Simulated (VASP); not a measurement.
# TaN (P-6m2) in VASP: relaxation of cell and atoms with r2SCAN

Aim: the relaxation of cell and atoms of TaN with r2SCAN.

Everything below comes from runs of VASP 6.6.1. Logs are shortened: lines on timing, memory, paths and dates and some standing lists are left out, and cuts for length are marked.

**1. The cell of the first run**

Symmetry: P-6m2, No. 187, hexagonal system. Conventional cell: a = 2.940 Å, b = 2.940 Å, c = 2.890 Å, α = 90.00°, β = 90.00°, γ = 120.00°. Within 3.0 Å of Ta (site symmetry -6m2) lie 6 N at 2.23 Å and 8 Ta at 2.89 to 2.94 Å. Within 3.0 Å of N (site symmetry -6m2) lie 6 Ta at 2.23 Å and 8 N at 2.89 to 2.94 Å.

**2. Relaxation of cell and atoms, r2SCAN**

POSCAR

```
TaN
1.0
    2.9399421800      0.0000000000      0.0000000000
   -1.4699710900      2.5460646100      0.0000000000
    0.0000000000      0.0000000000      2.8901750800
Ta N
1 1
Direct
    0.0000000000      0.0000000000      0.5000000000
    0.6666666700      0.3333333300      0.0000000000
```

INCAR.step1

```
SYSTEM = TaN
  ALGO = Normal
  EDIFF = 1E-4
  ENCUT = 600
  GGA = PE
  ISMEAR = 0
  LASPH = .True.
  LCHARG = .False.
  LREAL = .False.
  LWAVE = .True.
  NELM = 80
  PREC = Accurate
  SIGMA = 0.1
```

INCAR.step2

```
SYSTEM = TaN
  ALGO = Normal
  EDIFF = 1E-7
  EDIFFG = -0.002
  ENCUT = 600
  IBRION = 2
  ISIF = 3
  ISMEAR = 0
  ISTART = 1
  LASPH = .True.
  LCHARG = .False.
  LMIXTAU = .True.
  LREAL = .False.
  LWAVE = .False.
  METAGGA = R2SCAN
  NELM = 80
  NSW = 100
  PREC = Accurate
  SIGMA = 0.1
```

KPOINTS

```
k-points
0
Gamma
  21 21 20
  0 0 0
```

Potentials or basis: VASP PAW PBE potentials, release 64 (Ta_pv, N).

Started as:

```console
$ cat potpaw_PBE.64/Ta_pv/POTCAR potpaw_PBE.64/N/POTCAR > POTCAR
$ cp INCAR.step1 INCAR
$ mpirun -np 1 vasp_std > vasp.out
$ cp INCAR.step2 INCAR
$ mpirun -np 1 vasp_std > vasp.out
```

OUTCAR:

```text
SYSTEM = TaN
   EDIFF = 1E-7
   EDIFFG = -0.002
   ENCUT = 600
   IBRION = 2
   ISIF = 3
   ISMEAR = 0
   ISTART = 1
   LASPH = .True.
   LREAL = .False.
   METAGGA = R2SCAN
   NELM = 80
   NSW = 100
   PREC = Accurate

 ion  position               nearest neighbor table
   1  0.000  0.000  0.500-   2 2.23   2 2.23   2 2.23   2 2.23   2 2.23   2 2.23
   2  0.667  0.333  0.000-   1 2.23   1 2.23   1 2.23   1 2.23   1 2.23   1 2.23

  LATTYP: Found a hexagonal cell.
 ALAT       =     2.9399421800
 C/A-ratio  =     0.9830720821

  Lattice vectors:

 A1 = (   2.9399421800,   0.0000000000,   0.0000000000)
 A2 = (  -1.4699710900,   2.5460646100,   0.0000000000)
 A3 = (   0.0000000000,   0.0000000000,   2.8901750800)

Analysis of symmetry for initial positions (statically):
=====================================================================
 Subroutine PRICEL returns:
 Original cell was already a primitive cell.

 Routine SETGRP: Setting up the symmetry group for a
 hexagonal supercell.

 Subroutine GETGRP returns: Found 12 space group operations
 (whereof 12 operations were pure point group operations)
 out of a pool of 24 trial point group operations.

The static configuration has the point symmetry D_3h.

Analysis of symmetry for dynamics (positions and initial velocities):
=====================================================================
 Subroutine PRICEL returns:
 Original cell was already a primitive cell.

 Routine SETGRP: Setting up the symmetry group for a
 hexagonal supercell.

 Subroutine GETGRP returns: Found 12 space group operations
 (whereof 12 operations were pure point group operations)
 out of a pool of 24 trial point group operations.

The dynamic configuration has the point symmetry D_3h.

 Subroutine INISYM returns: Found 12 space group operations
 (whereof 12 operations are pure point group operations),
 and found     1 'primitive' translations

----------------------------------------------------------------------------------------

                                     Primitive cell

  volume of cell :      21.6338

  direct lattice vectors                    reciprocal lattice vectors
     2.939942180  0.000000000  0.000000000     0.340142744  0.196381505  0.000000000
    -1.469971090  2.546064610  0.000000000     0.000000000  0.392763010  0.000000000
     0.000000000  0.000000000  2.890175080     0.000000000  0.000000000  0.345999800

  length of vectors
     2.939942180  2.939942177  2.890175080     0.392763010  0.392763010  0.345999800

  position of ions in fractional coordinates (direct lattice)
     0.000000000  0.000000000  0.500000000
     0.666666670  0.333333330  0.000000000

  ion indices of the primitive-cell ions
   primitive index   ion index
                 1           1
                 2           2

----------------------------------------------------------------------------------------

 KPOINTS: k-points

Automatic generation of k-mesh.
 Grid dimensions read from file:
 generate k-points for:   21   21   20

 Generating k-lattice:

  Cartesian coordinates                     Fractional coordinates (reciprocal lattice)
     0.016197274  0.009351500  0.000000000     0.047619048 -0.000000000  0.000000000
     0.000000000  0.018703000  0.000000000     0.000000000  0.047619048  0.000000000
     0.000000000  0.000000000  0.017299990     0.000000000  0.000000000  0.050000000

  Length of vectors
     0.018703000  0.018703000  0.017299990

  Shift w.r.t. Gamma in fractional coordinates (k-lattice)
     0.000000000  0.000000000  0.000000000

 Subroutine IBZKPT returns following result:
 ===========================================

 Found    528 irreducible k-points:

 Following reciprocal coordinates:
            Coordinates               Weight
  0.000000  0.000000  0.000000      1.000000
  0.047619  0.000000  0.000000      6.000000
  0.095238  0.000000  0.000000      6.000000
  0.142857  0.000000  0.000000      6.000000
  0.190476  0.000000  0.000000      6.000000
  0.238095  0.000000  0.000000      6.000000
[... 16 lines left out ...]
  0.142857  0.095238  0.000000     12.000000
  0.190476  0.095238  0.000000     12.000000
 [... further k-points ...]
   k-points           NKPTS =    528   k-points in BZ     NKDIM =    528   number of bands    NBANDS=     12
   number of dos      NEDOS =    301   number of ions     NIONS =      2
   total plane-waves  NPLWV =  13824
   dimension x,y,z NGX =    24 NGY =   24 NGZ =   24
   dimension x,y,z NGXF=    48 NGYF=   48 NGZF=   48
   ions per type =               1   1
   NGX,Y,Z   is equivalent  to a cutoff of  13.57, 13.57, 13.81 a.u.
   NGXF,Y,Z  is equivalent  to a cutoff of  27.14, 27.14, 27.61 a.u.
 SYSTEM =  TaN
   PREC   = accura    normal or accurate (medium, high low for compatibility)
   ISTART =      1    job   : 0-new  1-cont  2-samecut
   ICHARG =      0    charge: 1-file 2-atom 10-const
   ISPIN  =      1    spin polarized calculation?
   LNONCOLLINEAR =      F non collinear calculations
   LSORBIT =      F    spin-orbit coupling
   LASPH  =      T    aspherical Exc in radial PAW
   ENCUT  =  600.0 eV  44.10 Ry    6.64 a.u.   5.87  5.87  5.77*2*pi/ulx,y,z
   NELM   =     80;   NELMIN=  2; NELMDL=  0     # of ELM steps
   EDIFF  = 0.1E-06   stopping-criterion for ELM
   LREAL  =      F    real-space projection
   EDIFFG = -.2E-02   stopping-criterion for IOM
   NSW    =    100    number of steps for IOM
   IBRION =      2    ionic relax: 0-MD 1-quasi-New 2-CG
   NFREE  =      1    steps in history (QN), initial steepest desc. (CG)
   ISIF   =      3    stress and relaxation
   ISYM   =      2    0-nonsym 1-usesym 2-fastsym
   POTIM  = 0.5000    time-step for ionic-motion
   TEBEG  =    0.0;   TEEND  =   0.0 temperature during run
   PSTRESS=    0.0 pullay stress
   NELECT =      16.0000    total number of electrons
   NUPDOWN=      -1.0000    fix difference up-down
   EMIN   =  10.00;   EMAX   =-10.00  energy-range for DOS
   EFERMI =   0.00;   METHOD = LEGACY
   ISMEAR =     0;   SIGMA  =   0.10  broadening in eV -4-tet -1-fermi 0-gaus
   EFERMI_NEDOS =   21; number of points for ismear=-14 and -15
   IALGO  =     38    algorithm
   IMIX   =      4    mixing-type and parameters
     AMIX     =   0.40;   BMIX     =  1.00
     AMIX_MAG =   1.60;   BMIX_MAG =  1.00
  volume/ion in A,a.u.               =      10.82        73.00
  Fermi-wavevector in a.u.,A,eV,Ry     =   1.480485  2.797711 29.821741  2.191836
  Thomas-Fermi vector in A             =   2.594513
   LORBIT       =      0    0 simple, 1 ext, 2 COOP (PROOUT), +10 PAW based schemes
   METAGGA = R2SCAN    functional components
   LHFCALC =     F    Hartree Fock is set to
   AEXX    =    0.0000 exact exchange contribution
   IVDW    =     0    specifies the selected vdW correction
   LEPSILON=     F    determine dielectric tensor
   LRPA    =     F    only Hartree local field effects (RPA)
 conjugate gradient relaxation of ions
 non-spin polarized calculation
 Gauss-broadening in eV      SIGMA  =   0.10
  energy-cutoff  :      600.00
  volume of cell :       21.63
 maximum number of plane-waves:       736
 NGX is ok and might be reduce to    24
   NGX = 11   NGY = 11   NGZ = 11

--------------------------------------- Ionic step        1  -------------------------------------------

 number of electron      16.0000001 magnetization

 Free energy of the ion-electron system (eV)
  ---------------------------------------------------
  ext. energy  EPLUGINS =         0.00000000
  ---------------------------------------------------
  free energy    TOTEN  =       -60.39677326 eV

  energy without entropy =      -60.39651177  energy(sigma->0) =      -60.39664252

------------------------ aborting loop because EDIFF is reached ----------------------------------------

  FORCE on cell =-STRESS in cart. coord.  units (eV):
  Direction    XX          YY          ZZ          XY          YZ          ZX
  --------------------------------------------------------------------------------------
  -------------------------------------------------------------------------------------
  Total        0.0149016      0.0149016     -0.0385673      0.0000000      0.0000000      0.0000000
  in kB        1.1035971      1.1035971     -2.8562556      0.0000000      0.0000000      0.0000000
  external PRESSURE =      -0.2163538 kB  Pullay stress =       0.0000000 kB

 VOLUME and BASIS-vectors are now :
 -----------------------------------------------------------------------------
  energy-cutoff  :      600.00
  volume of cell :       21.63
      direct lattice vectors                 reciprocal lattice vectors
     2.939942180  0.000000000  0.000000000     0.340142744  0.196381505  0.000000000
    -1.469971090  2.546064610  0.000000000     0.000000000  0.392763010  0.000000000
     0.000000000  0.000000000  2.890175080     0.000000000  0.000000000  0.345999800
[... 253 lines left out ...]
 POSITION                                       TOTAL-FORCE (eV/Angst)
 -----------------------------------------------------------------------------------
      2.94071      0.00000      1.44454         0.000000     -0.000000      0.000000
      1.47036      0.84891      0.00000        -0.000000      0.000000      0.000000
 -----------------------------------------------------------------------------------
    total drift:                               -0.000009      0.000005      0.000000

  FREE ENERGIE OF THE ION-ELECTRON SYSTEM (eV)
  ---------------------------------------------------
  free  energy   TOTEN  =       -60.3967829184 eV

  energy  without entropy=      -60.3965198371  energy(sigma->0) =      -60.39665138

--------------------------------------- Ionic step        9  -------------------------------------------

 number of electron      16.0000001 magnetization

 Free energy of the ion-electron system (eV)
  ---------------------------------------------------
  ext. energy  EPLUGINS =         0.00000000
  ---------------------------------------------------
  free energy    TOTEN  =       -60.39678385 eV

  energy without entropy =      -60.39652090  energy(sigma->0) =      -60.39665237

 E-fermi :   8.1622     XC(G=0): -14.3243

 val. band max:        8.1181689956   @ k =   0.0000   0.0000   0.4500
 cond. band min:       8.1761233810   @ k =   0.0476   0.0000   0.5000
 fundamental gap:      0.0579543854
 Fermi energy:         8.1621567332

 k-point     1 :       0.0000    0.0000    0.0000
  band No.  band energies     occupation
      1     -27.9772      2.00000
      2     -27.7151      2.00000
      3     -27.7151      2.00000
      4     -10.5997      2.00000
      5       3.3770      2.00000
      6       3.3770      2.00000
      7       3.7974      2.00000
      8       5.0299      2.00000
      9      10.6469      0.00000
     10      11.9069      0.00000
     11      11.9069      0.00000
     12      12.3829      0.00000

 k-point     2 :       0.0476    0.0000    0.0000
  band No.  band energies     occupation
      1     -27.9740      2.00000
      2     -27.7407      2.00000
      3     -27.7205      2.00000
      4     -10.5522      2.00000
      5       3.2254      2.00000
      6       3.4137      2.00000
      7       3.8665      2.00000
      8       4.9599      2.00000
      9      10.8319      0.00000
     10      11.8036      0.00000
     11      11.9135      0.00000
     12      12.3578      0.00000
[... 316 lines left out ...]
 k-point    24 :       0.1905    0.0952    0.0000
  band No.  band energies     occupation
      1     -28.2527      2.00000
      2     -27.9036      2.00000
      3     -27.8604      2.00000
      4      -9.4911      2.00000
      5       1.1125      2.00000
      6       3.7168      2.00000
      7       4.0029      2.00000
      8       5.0323      2.00000
      9      10.2275      0.00000
     10      11.5922      0.00000
     11      12.5005      0.00000
     12      13.7128      0.00000

 [... further k-points ...]
[... 5 lines left out ...]
  --------------------------------------------------------------------------------------
  -------------------------------------------------------------------------------------
  Total       -0.0001766     -0.0001766      0.0009373      0.0000000     -0.0000000      0.0000000
  in kB       -0.0130816     -0.0130816      0.0694186      0.0000000     -0.0000000      0.0000000
  external PRESSURE =       0.0144185 kB  Pullay stress =       0.0000000 kB

 VOLUME and BASIS-vectors are now :
 -----------------------------------------------------------------------------
  energy-cutoff  :      600.00
  volume of cell :       21.63
      direct lattice vectors                 reciprocal lattice vectors
     2.940516851  0.000000000  0.000000000     0.340076269  0.196343126 -0.000000000
    -1.470258425  2.546562290  0.000000000     0.000000000  0.392686252 -0.000000000
     0.000000000  0.000000000  2.888988806     0.000000000 -0.000000000  0.346141874

 POSITION                                       TOTAL-FORCE (eV/Angst)
 -----------------------------------------------------------------------------------
     -0.00000      0.00000      1.44449        -0.000000      0.000000     -0.000000
      1.47026      0.84885      2.88899         0.000000     -0.000000      0.000000
 -----------------------------------------------------------------------------------
    total drift:                               -0.000009      0.000005      0.000000

  FREE ENERGIE OF THE ION-ELECTRON SYSTEM (eV)
  ---------------------------------------------------
  free  energy   TOTEN  =       -60.3967838523 eV

  energy  without entropy=      -60.3965208970  energy(sigma->0) =      -60.39665237

 reached required accuracy - stopping structural energy minimisation
```

Run time: 63 min. Hardware: 1 thread of Oxide Virtual Turin-like, shared host; peak memory 0.28 GiB.

What came out:

```yaml
Free_energy: -60.3968 eV
Energy_gained_by_relaxing: 0.0 meV/atom
Ionic_steps: 9
Pressure_after_relaxing: 0.0 GPa
Band_gap_on_the_k_mesh: zero (bands 8 and 9 overlap by 0.47 eV)
```

Final structure:
```
CELL_PARAMETERS angstrom
2.94052 0.00000 0.00000
-1.47026 2.54656 0.00000
0.00000 0.00000 2.88899
ATOMIC_POSITIONS crystal
Ta 0.00000 0.00000 0.50000
N 0.66667 0.33333 0.00000
```

Caveat: the PAW data sets were made with another functional, which shifts forces and pressure a little; spin-orbit coupling is left out, which moves the levels of the heavy elements.

The gap in the log of VASP goes by the Fermi energy; the results here count the filled bands.